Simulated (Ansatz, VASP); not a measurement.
NaAl2Rh3: VASP beside Ansatz

```xyz
6
Lattice="5.5490 0.0000 0.0000 -2.7745 4.8056 0.0000 0.0000 0.0000 3.8707" Properties=species:S:1:pos:R:3 pbc="T T T"
Na    0.0000    0.0000    0.0000
Al    0.0000    3.2037    0.0000
Al    2.7745    1.6019    0.0000
Rh    2.7745    0.0000    1.9353
Rh   -1.3873    2.4028    1.9353
Rh    1.3873    2.4028    1.9353
```

Change from the starting cell: species swapped into the LaCu3Ni2 type (P6/mmm, No. 191).

Alike in both runs: functional PBE; k mesh 6 × 6 × 4; occupations gaussian, width 0.1 eV; no spin polarisation.

Ansatz relaxed the structure, and its values are those at the end. VASP's run is a single point on that final structure, the one shown.

|  | VASP | Ansatz |
| --- | --- | --- |
| version | VASP 6.6.1 | Ansatz 0.2.0 |
| potentials or method | VASP PAW PBE potentials, release 64 (Na_pv, Al, Rh_pv), cutoff 500 eV | scalar-relativistic, plane waves, PAW |
| valence electrons in the cell | 58 | 66 |

Ansatz gave:

- gap on the k mesh at the Fermi level (eV): none
- pressure (GPa): -0.2

Which values does VASP return?

gap on the k mesh at the Fermi level (eV): none; pressure (GPa): -0.1.

A gap of «none» marks a metal or a gap that the smearing closes. With one functional, cell and mesh, what is left measures potentials, basis and numerics. VASP's potentials hold 58 valence electrons a cell and Ansatz's 66, so a difference there can come from the potentials and not from the codes.

The k mesh is coarse, so the values compare programs but aren't converged.
